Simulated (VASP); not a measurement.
# SnTe (P6_3mc) in VASP: a series of runs

The runs below take SnTe through single point, with PBE.

Program: VASP 6.6.1. These are calculated values, not measurements. Logs are shortened: lines on timing, memory, paths and dates and some standing lists are left out, and cuts for length are marked.

## (1) The cell of the first run

The typed cell holds 4 atoms: a = 5.053 Å, b = 5.053 Å, c = 6.049 Å, α = 90.00°, β = 90.00°, γ = 120.00°.

## (2) Single point, PBE

Input file INCAR:

```
SYSTEM = SnTe
  ALGO = Normal
  EDIFF = 1E-6
  ENCUT = 520
  GGA = PE
  ISIF = 2
  ISMEAR = -1
  LASPH = .True.
  LCHARG = .False.
  LREAL = .False.
  LWAVE = .False.
  NBANDS = 28
  NELM = 80
  PREC = Accurate
  SIGMA = 0.05
```

Input file KPOINTS:

```
k-points
0
Gamma
  9 9 5
  0 0 0
```

Input file POSCAR:

```
SnTe
1.0
    5.0526501922      0.0000000000      0.0000000000
   -2.5263250961      4.3757234229      0.0000000000
    0.0000000000      0.0000000000      6.0488993881
Sn Te
2 2
Direct
    0.3333333333      0.6666666667     -0.0618727696
    0.6666666667      0.3333333333      0.4381272304
    0.3333333333      0.6666666667      0.4378727696
    0.6666666667      0.3333333333      0.9378727696
```

Potentials or basis: VASP PAW PBE potentials, release 64 (Sn_d, Te).

Launch:

```sh
cat potpaw_PBE.64/Sn_d/POTCAR potpaw_PBE.64/Te/POTCAR > POTCAR
mpirun -np 1 vasp_std > vasp.out
```

OUTCAR:

```text
SYSTEM = SnTe
   EDIFF = 1E-6
   ENCUT = 520
   GGA = PE
   ISIF = 2
   ISMEAR = -1
   LASPH = .True.
   LREAL = .False.
   NELM = 80
   PREC = Accurate

 ion  position               nearest neighbor table
   1  0.333  0.667  0.938-   4 2.92   4 2.92   4 2.92   3 3.02   3 3.03
   2  0.667  0.333  0.438-   3 2.92   3 2.92   3 2.92   4 3.02   4 3.03
   3  0.333  0.667  0.438-   2 2.92   2 2.92   2 2.92   1 3.02   1 3.03
   4  0.667  0.333  0.938-   1 2.92   1 2.92   1 2.92   2 3.02   2 3.03

  LATTYP: Found a hexagonal cell.
 ALAT       =     5.0526501922
 C/A-ratio  =     1.1971735937

  Lattice vectors:

 A1 = (   5.0526501922,   0.0000000000,   0.0000000000)
 A2 = (  -2.5263250961,   4.3757234229,   0.0000000000)
 A3 = (   0.0000000000,   0.0000000000,   6.0488993881)

Analysis of symmetry for initial positions (statically):
=====================================================================
 Subroutine PRICEL returns:
 Original cell was already a primitive cell.

 Routine SETGRP: Setting up the symmetry group for a
 hexagonal supercell.

 Subroutine GETGRP returns: Found 12 space group operations
 (whereof  6 operations were pure point group operations)
 out of a pool of 24 trial point group operations.

The static configuration has the point symmetry C_3v.
 The point group associated with its full space group is C_6v.

Analysis of symmetry for dynamics (positions and initial velocities):
=====================================================================
 Subroutine PRICEL returns:
 Original cell was already a primitive cell.

 Routine SETGRP: Setting up the symmetry group for a
 hexagonal supercell.

 Subroutine GETGRP returns: Found 12 space group operations
 (whereof  6 operations were pure point group operations)
 out of a pool of 24 trial point group operations.

The dynamic configuration has the point symmetry C_3v.
 The point group associated with its full space group is C_6v.

 Subroutine INISYM returns: Found 12 space group operations
 (whereof  6 operations are pure point group operations),
 and found     1 'primitive' translations

----------------------------------------------------------------------------------------

                                     Primitive cell

  volume of cell :     133.7351

  direct lattice vectors                    reciprocal lattice vectors
     5.052650192  0.000000000  0.000000000     0.197915938  0.114266820  0.000000000
    -2.526325096  4.375723423  0.000000000     0.000000000  0.228533640  0.000000000
     0.000000000  0.000000000  6.048899388     0.000000000  0.000000000  0.165319331

  length of vectors
     5.052650192  5.052650192  6.048899388     0.228533640  0.228533640  0.165319331

  position of ions in fractional coordinates (direct lattice)
     0.333333333  0.666666667  0.938127230
     0.666666667  0.333333333  0.438127230
     0.333333333  0.666666667  0.437872770
     0.666666667  0.333333333  0.937872770

  ion indices of the primitive-cell ions
   primitive index   ion index
                 1           1
                 2           2
                 3           3
                 4           4

----------------------------------------------------------------------------------------

 KPOINTS: k-points

Automatic generation of k-mesh.
 Grid dimensions read from file:
 generate k-points for:    9    9    5

 Generating k-lattice:

  Cartesian coordinates                     Fractional coordinates (reciprocal lattice)
     0.021990660  0.012696313  0.000000000     0.111111111 -0.000000000  0.000000000
     0.000000000  0.025392627  0.000000000     0.000000000  0.111111111  0.000000000
     0.000000000  0.000000000  0.033063866     0.000000000  0.000000000  0.200000000

  Length of vectors
     0.025392627  0.025392627  0.033063866

  Shift w.r.t. Gamma in fractional coordinates (k-lattice)
     0.000000000  0.000000000  0.000000000

 Subroutine IBZKPT returns following result:
 ===========================================

 Found     36 irreducible k-points:

 Following reciprocal coordinates:
            Coordinates               Weight
  0.000000  0.000000  0.000000      1.000000
  0.111111  0.000000  0.000000      6.000000
  0.222222  0.000000  0.000000      6.000000
  0.333333  0.000000  0.000000      6.000000
  0.444444  0.000000  0.000000      6.000000
  0.111111  0.111111  0.000000      6.000000
[... 16 lines left out ...]
  0.333333  0.222222  0.200000     24.000000
  0.333333  0.333333  0.200000      4.000000
 [... further k-points ...]
   k-points           NKPTS =     36   k-points in BZ     NKDIM =     36   number of bands    NBANDS=     28
   number of dos      NEDOS =    301   number of ions     NIONS =      4
   total plane-waves  NPLWV =  76800
   dimension x,y,z NGX =    40 NGY =   40 NGZ =   48
   dimension x,y,z NGXF=    80 NGYF=   80 NGZF=   96
   ions per type =               2   2
   NGX,Y,Z   is equivalent  to a cutoff of  13.16, 13.16, 13.19 a.u.
   NGXF,Y,Z  is equivalent  to a cutoff of  26.32, 26.32, 26.38 a.u.
 SYSTEM =  SnTe
   PREC   = accura    normal or accurate (medium, high low for compatibility)
   ISTART =      0    job   : 0-new  1-cont  2-samecut
   ICHARG =      2    charge: 1-file 2-atom 10-const
   ISPIN  =      1    spin polarized calculation?
   LNONCOLLINEAR =      F non collinear calculations
   LSORBIT =      F    spin-orbit coupling
   LASPH  =      T    aspherical Exc in radial PAW
   ENCUT  =  520.0 eV  38.22 Ry    6.18 a.u.   9.39  9.39 11.25*2*pi/ulx,y,z
   NELM   =     80;   NELMIN=  2; NELMDL= -5     # of ELM steps
   EDIFF  = 0.1E-05   stopping-criterion for ELM
   LREAL  =      F    real-space projection
[... 7 lines left out ...]
   TEBEG  =    0.0;   TEEND  =   0.0 temperature during run
   PSTRESS=    0.0 pullay stress
   NELECT =      40.0000    total number of electrons
   NUPDOWN=      -1.0000    fix difference up-down
   EMIN   =  10.00;   EMAX   =-10.00  energy-range for DOS
   EFERMI =   0.00;   METHOD = LEGACY
   ISMEAR =    -1;   SIGMA  =   0.05  broadening in eV -4-tet -1-fermi 0-gaus
   EFERMI_NEDOS =   21; number of points for ismear=-14 and -15
   IALGO  =     38    algorithm
   IMIX   =      4    mixing-type and parameters
     AMIX     =   0.40;   BMIX     =  1.00
     AMIX_MAG =   1.60;   BMIX_MAG =  1.00
  volume/ion in A,a.u.               =      33.43       225.62
  Fermi-wavevector in a.u.,A,eV,Ry     =   1.094829  2.068927 16.308634  1.198651
  Thomas-Fermi vector in A             =   2.231141
   LORBIT       =      0    0 simple, 1 ext, 2 COOP (PROOUT), +10 PAW based schemes
   GGA     = PE    functional components
   LHFCALC =     F    Hartree Fock is set to
   AEXX    =    0.0000 exact exchange contribution
   IVDW    =     0    specifies the selected vdW correction
   LEPSILON=     F    determine dielectric tensor
   LRPA    =     F    only Hartree local field effects (RPA)
 non-spin polarized calculation
  energy-cutoff  :      520.00
  volume of cell :      133.74
 maximum number of plane-waves:      3635
 NGX is ok and might be reduce to    40
   NGX = 19   NGY = 19   NGZ = 23

 number of electron      40.0000008 magnetization

 Free energy of the ion-electron system (eV)
  ---------------------------------------------------
  ext. energy  EPLUGINS =         0.00000000
  ---------------------------------------------------
  free energy    TOTEN  =       -13.82800070 eV

  energy without entropy =      -13.82152951  energy(sigma->0) =      -13.82476510

 E-fermi :   6.5341     XC(G=0):  -8.9096

 val. band max:        6.4277423745   @ k =   0.3333   0.3333   0.4000
 cond. band min:       6.6252454240   @ k =   0.1111   0.0000   0.0000
 fundamental gap:      0.1975030495
 Fermi energy:         6.5341476688

 k-point     1 :       0.0000    0.0000    0.0000
  band No.  band energies     occupation
      1     -15.4751      2.00000
      2     -15.4670      2.00000
      3     -15.4670      2.00000
      4     -15.4663      2.00000
      5     -15.4663      2.00000
      6     -15.4430      2.00000
[... 20 lines left out ...]
     27      10.8201      0.00000
     28      10.8201      0.00000

 k-point     2 :       0.1111    0.0000    0.0000
  band No.  band energies     occupation
      1     -15.4769      2.00000
      2     -15.4670      2.00000
      3     -15.4670      2.00000
      4     -15.4653      2.00000
      5     -15.4643      2.00000
      6     -15.4430      2.00000
[... 20 lines left out ...]
     27      10.6553      0.00000
     28      11.0240      0.00000

 k-point     3 :       0.2222    0.0000    0.0000
  band No.  band energies     occupation
      1     -15.4793      2.00000
      2     -15.4684      2.00000
      3     -15.4662      2.00000
      4     -15.4633      2.00000
      5     -15.4593      2.00000
      6     -15.4432      2.00000
[... 20 lines left out ...]
     27      11.0605      0.00000
     28      11.6794      0.00000

 k-point     4 :       0.3333    0.0000    0.0000
  band No.  band energies     occupation
      1     -15.4809      2.00000
      2     -15.4700      2.00000
      3     -15.4651      2.00000
      4     -15.4612      2.00000
      5     -15.4543      2.00000
      6     -15.4439      2.00000
[... 20 lines left out ...]
     27      11.1483      0.00000
     28      12.4929      0.00000

 k-point     5 :       0.4444    0.0000    0.0000
  band No.  band energies     occupation
      1     -15.4817      2.00000
      2     -15.4711      2.00000
      3     -15.4644      2.00000
      4     -15.4599      2.00000
      5     -15.4504      2.00000
      6     -15.4453      2.00000
[... 20 lines left out ...]
     27      11.5460      0.00000
     28      11.7089      0.00000

 k-point     6 :       0.1111    0.1111    0.0000
  band No.  band energies     occupation
      1     -15.4786      2.00000
      2     -15.4686      2.00000
      3     -15.4657      2.00000
      4     -15.4642      2.00000
      5     -15.4607      2.00000
      6     -15.4431      2.00000
[... 463 lines left out ...]
      5     -15.4506      2.00000
      6     -15.4483      2.00000
[... 20 lines left out ...]
     27      10.8892      0.00000
     28      11.7305      0.00000

 k-point    22 :       0.2222    0.2222    0.2000
  band No.  band energies     occupation
      1     -15.4775      2.00000
      2     -15.4712      2.00000
      3     -15.4646      2.00000
      4     -15.4609      2.00000
      5     -15.4530      2.00000
      6     -15.4473      2.00000
[... 20 lines left out ...]
     27      11.1058      0.00000
     28      11.8149      0.00000

 k-point    23 :       0.3333    0.2222    0.2000
  band No.  band energies     occupation
      1     -15.4770      2.00000
      2     -15.4725      2.00000
      3     -15.4643      2.00000
      4     -15.4597      2.00000
      5     -15.4505      2.00000
      6     -15.4481      2.00000
[... 20 lines left out ...]
     27      10.9787      0.00000
     28      12.4884      0.00000

 k-point    24 :       0.3333    0.3333    0.2000
  band No.  band energies     occupation
      1     -15.4748      2.00000
      2     -15.4748      2.00000
      3     -15.4643      2.00000
      4     -15.4592      2.00000
      5     -15.4490      2.00000
      6     -15.4490      2.00000
[... 20 lines left out ...]
     27      11.4299      0.00000
     28      12.1491      0.00000

 [... further k-points ...]
[... 5 lines left out ...]
  --------------------------------------------------------------------------------------
  -------------------------------------------------------------------------------------
  Total        8.2846623      8.2846623      8.3825992      0.0000000      0.0000000      0.0000000
  in kB       99.2521528     99.2521528    100.4254597      0.0000000      0.0000000      0.0000000
  external PRESSURE =      99.6432551 kB  Pullay stress =       0.0000000 kB

 VOLUME and BASIS-vectors are now :
 -----------------------------------------------------------------------------
  energy-cutoff  :      520.00
  volume of cell :      133.74
      direct lattice vectors                 reciprocal lattice vectors
     5.052650192  0.000000000  0.000000000     0.197915938  0.114266820  0.000000000
    -2.526325096  4.375723423  0.000000000     0.000000000  0.228533640  0.000000000
     0.000000000  0.000000000  6.048899388     0.000000000  0.000000000  0.165319331

 POSITION                                       TOTAL-FORCE (eV/Angst)
 -----------------------------------------------------------------------------------
     -0.00000      2.91715      5.67464         0.000000      0.000000     -0.002480
      2.52633      1.45857      2.65019        -0.000000      0.000000     -0.002480
     -0.00000      2.91715      2.64865        -0.000000      0.000000      0.002480
      2.52633      1.45857      5.67310         0.000000      0.000000      0.002480
 -----------------------------------------------------------------------------------
    total drift:                               -0.000000      0.000000     -0.000281

  FREE ENERGIE OF THE ION-ELECTRON SYSTEM (eV)
  ---------------------------------------------------
  free  energy   TOTEN  =       -13.8280006982 eV

  energy  without entropy=      -13.8215295094  energy(sigma->0) =      -13.82476510
```

Run time: 3.5 min. Hardware: 1 thread of Intel Xeon 8259CL, shared host; peak memory 0.33 GiB.

Results:

| Item | Value |
| --- | --- |
| Free energy | -13.8280 eV |
| Pressure | 10.0 GPa |
| Band gap on the k mesh | 0.20 eV (least direct gap 0.76 eV) |

Forces in eV/Å, atoms in the order of the input:
```
Sn   0.000  0.000 -0.002
Sn   0.000  0.000 -0.002
Te   0.000  0.000  0.002
Te   0.000  0.000  0.002
```

Caveat: the cell stands under pressure; semilocal functionals underestimate gaps, and a narrow one can read as zero; spin-orbit coupling is left out, which moves the levels of the heavy elements. A k mesh can miss the band edges.

## (3) Single point, PBE

This run uses another cell than the first one, of 36.78 Å³/atom.

Input file INCAR:

```
PREC = Accurate
ENCUT = 520
EDIFF = 1E-7
ISMEAR = -1
SIGMA = 0.05
LREAL = F
LASPH = T
NELM = 60
ALGO = Normal
ISIF = 2
LWAVE = F
LCHARG = F
GGA = PE
NBANDS = 28
```

Input file KPOINTS:

```
regular mesh
0
Gamma
  9 9 5
```

Input file POSCAR:

```
SnTe
1.0
    5.2190832400      0.0000000000      0.0000000000
   -2.6095416200      4.5198586703      0.0000000000
    0.0000000000      0.0000000000      6.2361860427
Sn Te
2 2
Direct
    0.3333333333      0.6666666667     -0.0614774926
    0.6666666667      0.3333333333      0.4385225074
    0.3333333333      0.6666666667      0.4374774926
    0.6666666667      0.3333333333      0.9374774926
```

Potentials or basis: VASP PAW PBE potentials, release 64 (Sn_d, Te).

Launch:

```sh
cat potpaw_PBE.64/Sn_d/POTCAR potpaw_PBE.64/Te/POTCAR > POTCAR
mpirun -np 1 vasp_std > vasp.out
```

Run time: 4.1 min. Hardware: 1 thread of Intel Xeon 8259CL, shared host; peak memory 0.34 GiB.

The run converged. Its results:

| Property | Result |
| --- | --- |
| Free energy | -14.4198 eV |
| Pressure | 4.5 GPa |
| Largest force | 0.003 eV/Å |
| Band gap on the k mesh | 0.48 eV (least direct gap 0.98 eV) |

Forces in eV/Å, atoms in the order of the input:
```
Sn   0.000  0.000 -0.003
Sn   0.000  0.000 -0.003
Te   0.000  0.000  0.003
Te   0.000  0.000  0.003
```

Levels at points of the mesh, in eV from the valence-band top:
```tsv
k point	band 18	band 19	band 20	band 21	band 22	band 23
(0.00, 0.00, 0.00)	-2.15	-2.15	-2.09	0.53	0.53	2.43
```

Caveat: the cell stands under pressure; semilocal functionals underestimate gaps, and a narrow one can read as zero; spin-orbit coupling is left out, which moves the levels of the heavy elements.

(Continued in part 2 of 2.)
